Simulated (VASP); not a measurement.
Input of a VASP 6.6.1 run:

File INCAR:

```
SYSTEM = Al
ALGO     = Fast           ! electronic algorithm
EDIFF    = 1E-7           ! SCF threshold, eV
ENCUT    = 520            ! plane-wave cutoff, eV
GGA      = PS             ! functional
ISIF     = 2              ! what is computed and relaxed
ISMEAR   = 0              ! smearing method
IVDW     = 12             ! dispersion correction
LASPH    = .TRUE.         ! aspherical terms in the spheres
LCHARG   = .FALSE.        ! write CHGCAR
LREAL    = .FALSE.        ! projectors in reciprocal space
LWAVE    = .FALSE.        ! write WAVECAR
NBANDS   = 10             ! bands
NELM     = 80             ! most SCF steps
PREC     = Accurate       ! precision mode
SIGMA    = 0.15           ! smearing width, eV
```

KPOINTS

```
k-points
0
G
  18 18 10
  0 0 0
```

File POSCAR:

```
Al
1.0
    2.8124553515      0.0000000000     -0.0703113838
   -1.4062276757      2.4356577814      0.0351556919
   -0.1216712500      0.0000000000      4.8668500000
Al
2
Direct
    0.6666666667      0.3333333333      0.7500000000
    0.3333333333      0.6666666667      0.2500000000
```

Potentials or basis: VASP PAW PBE potentials, release 64 (Al).

Command:

```console
$ cat potpaw_PBE.64/Al/POTCAR > POTCAR
$ mpirun -np 1 vasp_std > vasp.out
```

Task: Estimate the band gap on the k mesh.

Result: Zero (band 3 reaches 11.27 eV, above the bottom of band 4 at 4.76 eV).

Task: What does it give for the dispersion energy per atom?

Result: -0.314 eV.

Task: What does it give for the pressure?

Result: -4.3 GPa.

Task: Predict the largest force.

Result: 0.015 eV/Å.

Forces on the atoms (eV/Å):
```
Al   0.000 -0.015  0.000
Al   0.000  0.015  0.000
```

Caveat: the cell differs from its parent crystal (strain -0.0500 x Voigt [0, 0, 0, 0, 1, 0]); the PAW data sets were made with another functional, which shifts forces and pressure a little; pairwise dispersion overbinds metals, which lowers pressure and volume.
